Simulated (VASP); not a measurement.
Here is a VASP 6.6.1 calculation.

The input INCAR:

```
  ALGO = Normal
  EDIFF = 1E-6
  ENCUT = 1300
  GGA_COMPAT = False
  ISIF = 2
  ISMEAR = 0
  LASPH = True
  LCHARG = False
  LREAL = False
  LWAVE = False
  NBANDS = 26
  NELM = 120
  PREC = Accurate
  SIGMA = 0.05
```

KPOINTS

```
k-points
0
Gamma
  6 6 10
```

File POSCAR:

```
C
1.0
    2.0864042237     -4.3148064104     -0.0555868589
    2.1328044964      4.3373257589     -0.0006158414
   -0.0332103608      0.0157646915      2.5298958807
C
8
Direct
    0.6354407842      0.9727076514     -0.0038000976
    0.3554251501      0.0246308833     -0.0068099812
    0.0253759775      0.3546765299     -0.0047148790
    0.9933709956      0.6535076826      0.0134972671
    0.4070983214      0.2272760887      0.4949586600
    0.5972621173      0.7665663142      0.5144165091
    0.7500710906      0.5872985564      0.4988465264
    0.2359555633      0.4133362935      0.4936059953
```

Potentials or basis: VASP PAW LDA potentials, release 64 (C_h).

Launch:

```console
$ cat potpaw_LDA.64/C_h/POTCAR > POTCAR
$ mpirun -np 1 vasp_std > vasp.out
```

(1) What does it give for the pressure?

(2) What does it give for the band gap on the k mesh?

## Answers

(1) -2.0 GPa.

(2) 2.36 eV (least direct gap 4.38 eV).

Caveat: the cell differs from its parent crystal (atoms moved at random and the cell strained at random); the stress differs along the axes, from -20 to 9 GPa; forces of over 1 eV/Å act on the atoms, so gaps and moduli don't describe the material at rest.
